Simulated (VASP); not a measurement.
# AlN in VASP: further runs, part 2 of 2

VASP 6.6.1. The steps go on from the part before.

## (5) Single point, PBEsol (in-plane strain +0.02)

The input, INCAR:

```
SYSTEM = AlN
ALGO     = Normal         ! electronic algorithm
EDIFF    = 1E-6           ! SCF threshold, eV
ENCUT    = 520            ! plane-wave cutoff, eV
GGA      = PS             ! functional
ISIF     = 2              ! what is computed and relaxed
ISMEAR   = 0              ! smearing method
LASPH    = .True.         ! aspherical terms in the spheres
LCHARG   = .False.        ! write CHGCAR
LREAL    = .False.        ! projectors in reciprocal space
LWAVE    = .False.        ! write WAVECAR
NBANDS   = 11             ! bands
NELM     = 60             ! most SCF steps
PREC     = Accurate       ! precision mode
SIGMA    = 0.01           ! smearing width, eV
```

The input, KPOINTS:

```
k-points
0
Gamma
  10 10 10
  0 0 0
```

The input, POSCAR:

```
AlN
1.0
    2.2324530701      2.2324530701      0.0000000000
   -2.2324530701      2.2324530701      0.0000000000
    0.0000000000      2.2324530701      2.1624153267
Al N
1 1
Direct
    0.0000000000      0.0000000000      0.0000000000
    0.2500000000      0.7500000000      0.5000000000
```

Potentials or basis: VASP PAW PBE potentials, release 64 (Al, N).

Command:

```bash
$ cat potpaw_PBE.64/Al/POTCAR potpaw_PBE.64/N/POTCAR > POTCAR
$ mpirun -np 1 vasp_std > vasp.out
```

OUTCAR:

```text
SYSTEM = AlN
   EDIFF = 1E-6
   ENCUT = 520
   GGA = PS
   ISIF = 2
   ISMEAR = 0
   LASPH = .True.
   LREAL = .False.
   NELM = 60
   PREC = Accurate

 ion  position               nearest neighbor table
   1  0.000  0.000  0.000-   2 1.91   2 1.91   2 1.91   2 1.91
   2  0.250  0.750  0.500-   1 1.91   1 1.91   1 1.91   1 1.91

  LATTYP: Found a body centered tetragonal cell.
 ALAT       =     3.1571654091
 C/A-ratio  =     1.3698460780

  Lattice vectors:

 A1 = (   2.2324530701,   0.0000000000,  -2.1624153267)
 A2 = (  -2.2324530701,   0.0000000000,  -2.1624153267)
 A3 = (   0.0000000000,   2.2324530701,   2.1624153267)

Analysis of symmetry for initial positions (statically):
=====================================================================
 Subroutine PRICEL returns:
 Original cell was already a primitive cell.

 Routine SETGRP: Setting up the symmetry group for a
 body centered tetragonal supercell.

 Subroutine GETGRP returns: Found  8 space group operations
 (whereof  8 operations were pure point group operations)
 out of a pool of 16 trial point group operations.

The static configuration has the point symmetry D_2d.
[... 171 lines left out ...]
      2       5.5252      2.00000
      3       5.5252      2.00000
      4       5.6488      2.00000
      5       9.3980      0.00000
      6      17.6816      0.00000
      7      17.7199      0.00000
      8      17.7199      0.00000
      9      22.3804      0.00000
     10      23.3009      0.00000
     11      23.7951      0.00000
[... 309 lines left out ...]
 k-point    24 :       0.4000    0.3000   -0.0000
  band No.  band energies     occupation
      1      -6.7307      2.00000
      2       1.0484      2.00000
      3       2.2297      2.00000
      4       4.4699      2.00000
      5      11.2625      0.00000
      6      15.3698      0.00000
      7      17.5688      0.00000
      8      18.8419      0.00000
      9      20.9392      0.00000
     10      24.3486      0.00000
     11      28.9247      0.00000

 [... further k-points ...]

------------------------ aborting loop because EDIFF is reached ----------------------------------------

  FORCE on cell =-STRESS in cart. coord.  units (eV):
  Direction    XX          YY          ZZ          XY          YZ          ZX
  --------------------------------------------------------------------------------------
  -------------------------------------------------------------------------------------
  Total       -0.8882927     -0.8882927     -0.3769091      0.0000000      0.0000000     -0.0000000
  in kB      -66.0287221    -66.0287221    -28.0164693      0.0000000      0.0000000     -0.0000000
  external PRESSURE =     -53.3579711 kB  Pullay stress =       0.0000000 kB

 VOLUME and BASIS-vectors are now :
 -----------------------------------------------------------------------------
  energy-cutoff  :      520.00
  volume of cell :       21.55
      direct lattice vectors                 reciprocal lattice vectors
     2.232453070  2.232453070  0.000000000     0.223968874  0.223968874 -0.231222926
    -2.232453070  2.232453070  0.000000000    -0.223968874  0.223968874 -0.231222926
     0.000000000  2.232453070  2.162415327     0.000000000  0.000000000  0.462445853

 POSITION                                       TOTAL-FORCE (eV/Angst)
 -----------------------------------------------------------------------------------
      0.00000      0.00000      0.00000        -0.000000      0.000000      0.000000
     -1.11623      3.34868      1.08121         0.000000     -0.000000      0.000000
 -----------------------------------------------------------------------------------
    total drift:                               -0.000000      0.000000      0.000000

  FREE ENERGIE OF THE ION-ELECTRON SYSTEM (eV)
  ---------------------------------------------------
  free  energy   TOTEN  =       -15.5963152915 eV

  energy  without entropy=      -15.5963152915  energy(sigma->0) =      -15.59631529
```

OSZICAR:

```text
N       E                     dE             d eps       ncg     rms          rms(c)
DAV:   1     0.101573979367E+02    0.10157E+02   -0.38245E+03  2308   0.602E+02
DAV:   2    -0.168468475638E+02   -0.27004E+02   -0.26108E+02  2687   0.135E+02
DAV:   3    -0.177581378979E+02   -0.91129E+00   -0.91002E+00  2759   0.236E+01
DAV:   4    -0.177633158619E+02   -0.51780E-02   -0.51776E-02  2565   0.195E+00
DAV:   5    -0.177633805518E+02   -0.64690E-04   -0.64689E-04  2750   0.208E-01    0.812E+00
DAV:   6    -0.156356032718E+02    0.21278E+01   -0.10861E+01  2632   0.161E+01    0.281E+00
DAV:   7    -0.156148737693E+02    0.20730E-01   -0.13904E-01  2499   0.298E+00    0.198E+00
DAV:   8    -0.155976408118E+02    0.17233E-01   -0.29198E-02  2520   0.158E+00    0.565E-01
DAV:   9    -0.155963003411E+02    0.13405E-02   -0.37824E-03  2727   0.376E-01    0.230E-01
DAV:  10    -0.155963132091E+02   -0.12868E-04   -0.29910E-04  2508   0.115E-01    0.163E-02
DAV:  11    -0.155963154518E+02   -0.22428E-05   -0.22131E-06  2724   0.128E-02    0.152E-02
DAV:  12    -0.155963152915E+02    0.16032E-06   -0.29785E-07  1473   0.448E-03
   1 F= -.15596315E+02 E0= -.15596315E+02  d E =-.392524E-43
```

stdout:

```text
POSCAR found type information on POSCAR AlN
 POSCAR found :  2 types and       2 ions
 scaLAPACK will be used
 -----------------------------------------------------------------------------
|                                                                             |
|                                                                             |
|     You enforced a specific xc type in the INCAR file but a different       |
|     I HOPE YOU KNOW WHAT YOU ARE DOING!                                     |
|                                                                             |
 -----------------------------------------------------------------------------

 LDA part: xc-table for (Slater+PW92), standard interpolation
 POSCAR, INCAR and KPOINTS ok, starting setup
 FFT: planning ... GRIDC
 FFT: planning ... GRID_SOFT
 FFT: planning ... GRID
 WAVECAR not read
 entering main loop
```

Run time: 21 s. Hardware: 1 thread of Intel Xeon 8259CL, shared host; peak memory 0.14 GiB.

What came out:

* Free energy: -15.5963 eV
* Pressure: -5.3 GPa
* Band gap on the k mesh: 3.00 eV (least direct gap 3.75 eV)

Stress tensor (GPa, compression positive):
```
-6.60  0.00  0.00
 0.00 -6.60  0.00
 0.00  0.00 -2.80
```

Levels at points of the mesh, in eV from the valence-band top:
| k point | band 1 | band 2 | band 3 | band 4 | band 5 | band 6 | band 7 | band 8 |
| --- | --- | --- | --- | --- | --- | --- | --- | --- |
| (0.00, 0.00, 0.00) | -14.85 | -0.12 | -0.12 | 0.00 | 3.75 | 12.03 | 12.07 | 12.07 |
| (0.50, 0.00, 0.00) | -12.86 | -5.85 | -0.69 | -0.44 | 6.86 | 9.46 | 10.46 | 11.08 |
| (0.50, 0.50, 0.00) | -12.29 | -5.03 | -1.75 | -1.75 | 3.14 | 8.36 | 13.15 | 14.76 |
| (0.00, 0.00, 0.50) | -12.16 | -4.73 | -2.01 | -2.01 | 3.00 | 7.87 | 13.70 | 14.96 |

Caveat: the cell differs from its parent crystal (in-plane strain +0.02); the cell stands under tension; the PAW data sets were made with another functional, which shifts forces and pressure a little.

## (6) The runs side by side

| cell | k mesh | smearing | gap on the mesh (eV) | pressure (GPa) |
| --- | --- | --- | --- | --- |
| a = 3.126, b = 3.126, c = 3.094 Å, angles 59.7, 59.7, 90.0°, 2 atoms | 10 × 10 × 10 | gaussian 0.01 eV | 3.06 | -1.8 |
| a = 3.126, b = 3.126, c = 3.102 Å, angles 59.7, 59.7, 90.0°, 2 atoms | 10 × 10 × 10 | gaussian 0.01 eV | 3.09 | -2.7 |
| a = 3.095 Å, angles 60.0, 60.0, 90.0°, 2 atoms | 14 × 14 × 14 | fermi-dirac 0.05 eV | 3.18 | 0.0 |
| a = 3.157, b = 3.157, c = 3.108 Å, angles 59.5, 59.5, 90.0°, 2 atoms | 10 × 10 × 10 | gaussian 0.01 eV | 3.00 | -5.3 |

Alike in all rows: task single point; level PBEsol; potentials or basis VASP PAW PBE potentials, release 64 (Al, N); no spin polarisation; cutoff (eV) 520.

Caveats: the PAW data sets were made with another functional, which shifts forces and pressure a little; the cell stands under tension (at least some runs).

Absolute energies hang on the potentials; compare differences alone.
